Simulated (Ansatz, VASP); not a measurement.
# One calculation of BaTiO3, two programs

```
CELL_PARAMETERS angstrom
2.86037 1.65144 2.34605
-2.86037 1.65144 2.34605
0.00000 -3.30287 2.34605
ATOMIC_POSITIONS crystal
Ba 0.00268 0.00268 0.00268
Ti 0.49149 0.49149 0.49149
O 0.49032 0.49032 0.98258
O 0.49032 0.98258 0.49032
O 0.98258 0.49032 0.49032
```

Alike in both runs: task single point; functional PBE; k mesh 6 × 6 × 6; occupations gaussian, width 0.05 eV; no spin polarisation; Hubbard terms Ti d U = 4.0 eV.

|  | VASP | Ansatz |
| --- | --- | --- |
| version | VASP 6.6.1 | Ansatz 0.2.0 |
| potentials or method | VASP PAW PBE potentials, release 64 (Ba_sv, Ti_sv, O), cutoff 520 eV | scalar-relativistic, plane waves, PAW |
| valence electrons in the cell | 40 | 40 |

```tsv
	VASP	Ansatz	Ansatz less VASP
gap on the k mesh at the Fermi level (eV)	2.16	2.20	+0.036
least direct gap on the mesh (eV)	2.38	2.39	+0.005
pressure (GPa)	1.1	-2.2	-3.28
traceless stress, the component that is largest in VASP (GPa)	-0.49	-0.48	+0.005
rms of the force components (eV/Å)	0.221	0.220	-0.0010
```

The programs project onto different local orbitals, so the same U acts differently, and such runs can settle in different states. Atom by atom the forces differ by 0.071 eV/Å (rms over components).

Neither program's run includes spin-orbit coupling.
